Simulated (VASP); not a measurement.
# SnO (P4/nmm) in VASP: a series of runs

Runs on SnO. Level: PBE. Tasks: single point, relaxation of cell and atoms.

Program: VASP 6.6.1. These are calculated values, not measurements. Logs are shortened: lines on timing, memory, paths and dates and some standing lists are left out, and cuts for length are marked.

## 1. The cell of the first run

Symmetry: P4/nmm, No. 129, tetragonal system. The conventional cell has a = 4.100 Å, b = 4.100 Å, c = 4.859 Å, α = 90.00°, β = 90.00°, γ = 90.00°. Sn (site symmetry 4mm) has 4 O at 2.31 Å within 3.1 Å. O (site symmetry -4m2) has 4 Sn at 2.31 Å and 4 O at 2.90 Å within 3.1 Å.

## 2. Single point, PBE (biaxial strain in the a-b plane: +6.0 %, then relaxed in part)

Contents of INCAR:

```
SYSTEM = SnO
ALGO = Normal
EDIFF = 1E-7
ENCUT = 520
GGA = PE
ISIF = 2
ISMEAR = 0
LASPH = .TRUE.
LCHARG = .TRUE.
LELF = .TRUE.
LREAL = .FALSE.
LVHAR = .TRUE.
LWAVE = .FALSE.
NBANDS = 28
NELM = 60
PREC = Accurate
SIGMA = 0.01
```

Contents of KPOINTS:

```
k-points
0
G
  10 10 8
  0 0 0
```

Contents of POSCAR:

```
SnO
1.0
    4.1003585939      0.0000000000      0.0000000000
    0.0000000000      4.1003585939      0.0000000000
    0.0000000000      0.0000000000      4.8594688830
Sn O
2 2
Direct
    0.0000000000      0.5000000000      0.2210532920
    0.5000000000      0.0000000000      0.7789467080
    0.5000000000      0.5000000000      0.0000000000
    0.0000000000      0.0000000000      0.0000000000
```

Potentials or basis: VASP PAW PBE potentials, release 64 (Sn_d, O).

Run with:

```
$ cat potpaw_PBE.64/Sn_d/POTCAR potpaw_PBE.64/O/POTCAR > POTCAR
$ mpirun -np 1 vasp_std > vasp.out
```

OUTCAR:

```text
SYSTEM = SnO
   EDIFF = 1E-7
   ENCUT = 520
   GGA = PE
   ISIF = 2
   ISMEAR = 0
   LASPH = .TRUE.
   LREAL = .FALSE.
   NELM = 60
   PREC = Accurate

 ion  position               nearest neighbor table
   1  0.000  0.500  0.221-   3 2.31   4 2.31   4 2.31   3 2.31   2 3.61   2 3.61   2 3.61   2 3.61

   2  0.500  0.000  0.779-   3 2.31   4 2.31   3 2.31   4 2.31   1 3.61   1 3.61   1 3.61   1 3.61

   3  0.500  0.500  0.000-   1 2.31   2 2.31   2 2.31   1 2.31
   4  0.000  0.000  0.000-   1 2.31   2 2.31   1 2.31   2 2.31

  LATTYP: Found a simple tetragonal cell.
 ALAT       =     4.1003585939
 C/A-ratio  =     1.1851326589

  Lattice vectors:

 A1 = (   4.1003585939,   0.0000000000,   0.0000000000)
 A2 = (   0.0000000000,   4.1003585939,   0.0000000000)
 A3 = (   0.0000000000,   0.0000000000,   4.8594688830)

Analysis of symmetry for initial positions (statically):
=====================================================================
 Subroutine PRICEL returns:
 Original cell was already a primitive cell.

 Routine SETGRP: Setting up the symmetry group for a
 simple tetragonal supercell.

 Subroutine GETGRP returns: Found 16 space group operations
 (whereof  8 operations were pure point group operations)
 out of a pool of 16 trial point group operations.

The static configuration has the point symmetry D_2d.
 The point group associated with its full space group is D_4h.

Analysis of symmetry for dynamics (positions and initial velocities):
=====================================================================
 Subroutine PRICEL returns:
 Original cell was already a primitive cell.

 Routine SETGRP: Setting up the symmetry group for a
 simple tetragonal supercell.

 Subroutine GETGRP returns: Found 16 space group operations
 (whereof  8 operations were pure point group operations)
 out of a pool of 16 trial point group operations.

The dynamic configuration has the point symmetry D_2d.
 The point group associated with its full space group is D_4h.

 Subroutine INISYM returns: Found 16 space group operations
 (whereof  8 operations are pure point group operations),
 and found     1 'primitive' translations

----------------------------------------------------------------------------------------

                                     Primitive cell

  volume of cell :      81.7020

  direct lattice vectors                    reciprocal lattice vectors
     4.100358594  0.000000000  0.000000000     0.243881109  0.000000000  0.000000000
     0.000000000  4.100358594  0.000000000     0.000000000  0.243881109  0.000000000
     0.000000000  0.000000000  4.859468883     0.000000000  0.000000000  0.205783806

  length of vectors
     4.100358594  4.100358594  4.859468883     0.243881109  0.243881109  0.205783806

  position of ions in fractional coordinates (direct lattice)
     0.000000000  0.500000000  0.221053292
     0.500000000  0.000000000  0.778946708
     0.500000000  0.500000000  0.000000000
     0.000000000  0.000000000  0.000000000

  ion indices of the primitive-cell ions
   primitive index   ion index
                 1           1
                 2           2
                 3           3
                 4           4

----------------------------------------------------------------------------------------

 KPOINTS: k-points

Automatic generation of k-mesh.
 Grid dimensions read from file:
 generate k-points for:   10   10    8

 Generating k-lattice:

  Cartesian coordinates                     Fractional coordinates (reciprocal lattice)
     0.024388111  0.000000000  0.000000000     0.100000000  0.000000000  0.000000000
     0.000000000  0.024388111  0.000000000     0.000000000  0.100000000  0.000000000
     0.000000000  0.000000000  0.025722976     0.000000000  0.000000000  0.125000000

  Length of vectors
     0.024388111  0.024388111  0.025722976

  Shift w.r.t. Gamma in fractional coordinates (k-lattice)
     0.000000000  0.000000000  0.000000000

 Subroutine IBZKPT returns following result:
 ===========================================

 Found    105 irreducible k-points:

 Following reciprocal coordinates:
            Coordinates               Weight
  0.000000  0.000000  0.000000      1.000000
  0.100000  0.000000  0.000000      4.000000
  0.200000  0.000000  0.000000      4.000000
  0.300000  0.000000  0.000000      4.000000
  0.400000  0.000000  0.000000      4.000000
  0.500000  0.000000  0.000000      2.000000
[... 16 lines left out ...]
  0.100000  0.000000  0.125000      8.000000
  0.200000  0.000000  0.125000      8.000000
 [... further k-points ...]
   k-points           NKPTS =    105   k-points in BZ     NKDIM =    105   number of bands    NBANDS=     28
   number of dos      NEDOS =    301   number of ions     NIONS =      4
   total plane-waves  NPLWV =  32400
   dimension x,y,z NGX =    30 NGY =   30 NGZ =   36
   dimension x,y,z NGXF=    60 NGYF=   60 NGZF=   72
   ions per type =               2   2
   NGX,Y,Z   is equivalent  to a cutoff of  12.16, 12.16, 12.32 a.u.
   NGXF,Y,Z  is equivalent  to a cutoff of  24.33, 24.33, 24.63 a.u.
 SYSTEM =  SnO
   PREC   = accura    normal or accurate (medium, high low for compatibility)
   ISTART =      0    job   : 0-new  1-cont  2-samecut
   ICHARG =      2    charge: 1-file 2-atom 10-const
   ISPIN  =      1    spin polarized calculation?
   LNONCOLLINEAR =      F non collinear calculations
   LSORBIT =      F    spin-orbit coupling
   LASPH  =      T    aspherical Exc in radial PAW
   ENCUT  =  520.0 eV  38.22 Ry    6.18 a.u.   7.62  7.62  9.04*2*pi/ulx,y,z
   NELM   =     60;   NELMIN=  2; NELMDL= -5     # of ELM steps
   EDIFF  = 0.1E-06   stopping-criterion for ELM
   LREAL  =      F    real-space projection
   EDIFFG = 0.1E-05   stopping-criterion for IOM
   NSW    =      0    number of steps for IOM
   IBRION =     -1    ionic relax: 0-MD 1-quasi-New 2-CG
   NFREE  =      0    steps in history (QN), initial steepest desc. (CG)
   ISIF   =      2    stress and relaxation
   ISYM   =      2    0-nonsym 1-usesym 2-fastsym
   POTIM  = 0.5000    time-step for ionic-motion
   TEBEG  =    0.0;   TEEND  =   0.0 temperature during run
   PSTRESS=    0.0 pullay stress
   NELECT =      40.0000    total number of electrons
   NUPDOWN=      -1.0000    fix difference up-down
   EMIN   =  10.00;   EMAX   =-10.00  energy-range for DOS
   EFERMI =   0.00;   METHOD = LEGACY
   ISMEAR =     0;   SIGMA  =   0.01  broadening in eV -4-tet -1-fermi 0-gaus
   EFERMI_NEDOS =   21; number of points for ismear=-14 and -15
   IALGO  =     38    algorithm
   IMIX   =      4    mixing-type and parameters
     AMIX     =   0.40;   BMIX     =  1.00
     AMIX_MAG =   1.60;   BMIX_MAG =  1.00
  volume/ion in A,a.u.               =      20.43       137.84
  Fermi-wavevector in a.u.,A,eV,Ry     =   1.290280  2.438276 22.651289  1.664823
  Thomas-Fermi vector in A             =   2.422121
   LORBIT       =      0    0 simple, 1 ext, 2 COOP (PROOUT), +10 PAW based schemes
   GGA     = PE    functional components
   LHFCALC =     F    Hartree Fock is set to
   AEXX    =    0.0000 exact exchange contribution
   IVDW    =     0    specifies the selected vdW correction
   LEPSILON=     F    determine dielectric tensor
   LRPA    =     F    only Hartree local field effects (RPA)
 non-spin polarized calculation
 Gauss-broadening in eV      SIGMA  =   0.01
  energy-cutoff  :      520.00
  volume of cell :       81.70
 maximum number of plane-waves:      2228
   NGX = 15   NGY = 15   NGZ = 19

 number of electron      39.9999977 magnetization

 Free energy of the ion-electron system (eV)
  ---------------------------------------------------
  ext. energy  EPLUGINS =         0.00000000
  ---------------------------------------------------
  free energy    TOTEN  =       -22.51056722 eV

  energy without entropy =      -22.51056722  energy(sigma->0) =      -22.51056722

 E-fermi :   4.9033     XC(G=0):  -9.4628

 val. band max:        4.8411897160   @ k =   0.2000   0.1000   0.0000
 cond. band min:       5.9919726266   @ k =   0.5000   0.5000   0.0000
 fundamental gap:      1.1507829106
 Fermi energy:         4.9032983724

 k-point     1 :       0.0000    0.0000    0.0000
  band No.  band energies     occupation
      1     -16.3093      2.00000
      2     -16.0552      2.00000
      3     -16.0552      2.00000
      4     -16.0325      2.00000
      5     -16.0211      2.00000
      6     -16.0114      2.00000
[... 20 lines left out ...]
     27      12.2597      0.00000
     28      12.7779      0.00000

 k-point     2 :       0.1000    0.0000    0.0000
  band No.  band energies     occupation
      1     -16.3040      2.00000
      2     -16.0542      2.00000
      3     -16.0525      2.00000
      4     -16.0306      2.00000
      5     -16.0237      2.00000
      6     -16.0221      2.00000
[... 20 lines left out ...]
     27      12.3727      0.00000
     28      13.2912      0.00000

 k-point     3 :       0.2000    0.0000    0.0000
  band No.  band energies     occupation
      1     -16.2888      2.00000
      2     -16.0571      2.00000
      3     -16.0513      2.00000
      4     -16.0444      2.00000
      5     -16.0250      2.00000
      6     -16.0247      2.00000
[... 20 lines left out ...]
     27      12.5225      0.00000
     28      14.3891      0.00000

 k-point     4 :       0.3000    0.0000    0.0000
  band No.  band energies     occupation
      1     -16.2653      2.00000
      2     -16.1027      2.00000
      3     -16.0470      2.00000
      4     -16.0321      2.00000
      5     -16.0284      2.00000
      6     -16.0164      2.00000
[... 578 lines left out ...]
     27      12.2141      0.00000
     28      12.9066      0.00000

 k-point    23 :       0.1000    0.0000    0.1250
  band No.  band energies     occupation
      1     -16.3030      2.00000
      2     -16.0528      2.00000
      3     -16.0510      2.00000
      4     -16.0304      2.00000
      5     -16.0237      2.00000
      6     -16.0211      2.00000
[... 20 lines left out ...]
     27      12.3812      0.00000
     28      13.3769      0.00000

 k-point    24 :       0.2000    0.0000    0.1250
  band No.  band energies     occupation
      1     -16.2881      2.00000
      2     -16.0598      2.00000
      3     -16.0511      2.00000
      4     -16.0417      2.00000
      5     -16.0242      2.00000
      6     -16.0237      2.00000
[... 20 lines left out ...]
     27      12.6482      0.00000
     28      14.4126      0.00000

 [... further k-points ...]
[... 5 lines left out ...]
  --------------------------------------------------------------------------------------
  -------------------------------------------------------------------------------------
  Total       -3.5020622     -3.5020622      0.0479833      0.0000000      0.0000000      0.0000000
  in kB      -68.6755189    -68.6755189      0.9409544      0.0000000      0.0000000      0.0000000
  external PRESSURE =     -45.4700278 kB  Pullay stress =       0.0000000 kB

 VOLUME and BASIS-vectors are now :
 -----------------------------------------------------------------------------
  energy-cutoff  :      520.00
  volume of cell :       81.70
      direct lattice vectors                 reciprocal lattice vectors
     4.100358594  0.000000000  0.000000000     0.243881109  0.000000000  0.000000000
     0.000000000  4.100358594  0.000000000     0.000000000  0.243881109  0.000000000
     0.000000000  0.000000000  4.859468883     0.000000000  0.000000000  0.205783806

 POSITION                                       TOTAL-FORCE (eV/Angst)
 -----------------------------------------------------------------------------------
      0.00000      2.05018      1.07420         0.000000     -0.000000      0.058390
      2.05018      0.00000      3.78527         0.000000     -0.000000     -0.058390
      2.05018      2.05018      0.00000         0.000000     -0.000000      0.000000
      0.00000      0.00000      0.00000         0.000000      0.000000      0.000000
 -----------------------------------------------------------------------------------
    total drift:                                0.000000      0.000000      0.000000

  FREE ENERGIE OF THE ION-ELECTRON SYSTEM (eV)
  ---------------------------------------------------
  free  energy   TOTEN  =       -22.5105672170 eV

  energy  without entropy=      -22.5105672170  energy(sigma->0) =      -22.51056722
```

It took 2.1 min on 1 thread of Intel Xeon Platinum 8488C (Sapphire Rapids), shared host; peak memory 0.31 GiB.

What came out:

```
Free energy            : -22.5106 eV
Pressure               : -4.5 GPa
Largest force          : 0.058 eV/Å
Band gap on the k mesh : 1.15 eV (least direct gap 1.74 eV)
```

Forces in eV/Å, atoms in the order of the input:
```
Sn   0.000  0.000  0.058
Sn   0.000  0.000 -0.058
O    0.000  0.000  0.000
O    0.000  0.000  0.000
```

Caveat: the cell differs from its parent crystal (biaxial strain in the a-b plane: +6.0 %, then relaxed in part); the stress differs along the axes, from -7 to 0 GPa; spin-orbit coupling is left out, which moves the levels of the heavy elements.

## 3. Single point, PBE

Contents of INCAR:

```
  ALGO = Normal
  EDIFF = 1E-6
  ENCUT = 520
  GGA = PE
  ISIF = 2
  ISMEAR = 0
  LASPH = True
  LCHARG = False
  LREAL = False
  LWAVE = False
  NBANDS = 28
  NELM = 60
  PREC = Accurate
  SIGMA = 0.01
```

Contents of KPOINTS:

```
k-points
0
Gamma
  10 10 8
```

POSCAR is that of step 2.

Potentials or basis: VASP PAW PBE potentials, release 64 (Sn_d, O).

Run with:

```
$ cat potpaw_PBE.64/Sn_d/POTCAR potpaw_PBE.64/O/POTCAR > POTCAR
$ mpirun -np 1 vasp_std > vasp.out
```

It took 1.8 min on 1 thread of Intel Xeon Platinum 8488C (Sapphire Rapids), shared host; peak memory 0.31 GiB.

The run converged. Its results:

```yaml
Free_energy: -22.5106 eV
Pressure: -4.6 GPa
Largest_force: 0.058 eV/Å
Band_gap_on_the_k_mesh: 1.15 eV (least direct gap 1.74 eV)
```

Forces in eV/Å, atoms in the order of the input:
```
Sn   0.000  0.000  0.058
Sn   0.000  0.000 -0.058
O    0.000  0.000  0.000
O    0.000  0.000  0.000
```

Stress tensor (GPa, compression positive):
```
-6.87  0.00  0.00
 0.00 -6.87  0.00
 0.00  0.00  0.08
```

Levels at points of the mesh, in eV from the valence-band top:
```
           k point  band 16  band 17  band 18  band 19  band 20  band 21  band 22  band 23  band 24  band 25
(0.00, 0.00, 0.00)    -5.04    -2.48    -2.48    -2.32    -0.15     1.87     4.44     5.13     5.13     6.01
(0.50, 0.00, 0.00)    -3.85    -3.55    -3.55    -1.44    -1.44     3.47     3.47     5.46     5.46     5.95
(0.50, 0.50, 0.00)    -3.59    -1.84    -1.84    -1.05    -1.05     1.15     1.15     5.35     5.35     7.28
(0.00, 0.00, 0.50)    -3.21    -2.49    -2.49    -2.40    -0.76     1.32     3.39     3.62     3.62     7.77
(0.50, 0.00, 0.50)    -4.11    -3.81    -3.81    -0.80    -0.80     2.88     2.88     5.56     5.56     6.30
(0.50, 0.50, 0.50)    -3.98    -1.84    -1.84    -1.78    -1.78     3.41     3.41     4.15     4.15     5.26
```

Caveat: the stress differs along the axes, from -7 to 0 GPa; spin-orbit coupling is left out, which moves the levels of the heavy elements.

## 4. Single point, PBE (biaxial strain in the a-b plane: +6.0 %)

INCAR is that of step 3.

KPOINTS is that of step 3.

Contents of POSCAR:

```
SnO
1.0
    4.1003585939      0.0000000000      0.0000000000
    0.0000000000      4.1003585939      0.0000000000
    0.0000000000      0.0000000000      4.8838555462
Sn O
2 2
Direct
    0.0000000000      0.5000000000      0.2239738946
    0.5000000000      0.0000000000      0.7760261054
    0.5000000000      0.5000000000      0.0000000000
    0.0000000000      0.0000000000      0.0000000000
```

Run with:

```
$ cat potpaw_PBE.64/Sn_d/POTCAR potpaw_PBE.64/O/POTCAR > POTCAR
$ mpirun -np 1 vasp_std > vasp.out
```

It took 2.1 min on 1 thread of Intel Xeon Platinum 8488C (Sapphire Rapids), shared host; peak memory 0.31 GiB.

Results (log left out):

```
Free energy            : -22.5080 eV
Pressure               : -5.4 GPa
Largest force          : 0.188 eV/Å
Band gap on the k mesh : 1.10 eV (least direct gap 1.78 eV)
```

Forces in eV/Å, atoms in the order of the input:
```
Sn   0.000  0.000 -0.188
Sn   0.000  0.000  0.188
O    0.000  0.000  0.000
O    0.000  0.000  0.000
```

Stress tensor (GPa, compression positive):
```
-7.59  0.00  0.00
 0.00 -7.59  0.00
 0.00  0.00 -0.91
```

Levels at points of the mesh, in eV from the valence-band top:
| k point | band 18 | band 19 | band 20 | band 21 | band 22 | band 23 |
| --- | --- | --- | --- | --- | --- | --- |
| (0.00, 0.00, 0.00) | -2.39 | -2.27 | -0.11 | 1.89 | 4.47 | 5.06 |
| (0.50, 0.00, 0.00) | -3.50 | -1.47 | -1.47 | 3.44 | 3.44 | 5.50 |
| (0.50, 0.50, 0.00) | -1.76 | -1.09 | -1.09 | 1.10 | 1.10 | 5.27 |
| (0.00, 0.00, 0.50) | -2.40 | -2.36 | -0.79 | 1.40 | 3.41 | 3.57 |
| (0.50, 0.00, 0.50) | -3.71 | -0.81 | -0.81 | 2.88 | 2.88 | 5.51 |
| (0.50, 0.50, 0.50) | -1.82 | -1.76 | -1.76 | 3.34 | 3.34 | 4.14 |

Caveat: the cell differs from its parent crystal (biaxial strain in the a-b plane: +6.0 %); the stress differs along the axes, from -8 to -1 GPa; spin-orbit coupling is left out, which moves the levels of the heavy elements. A k mesh can miss the band edges.

(Part 1 of 2 ends here.)
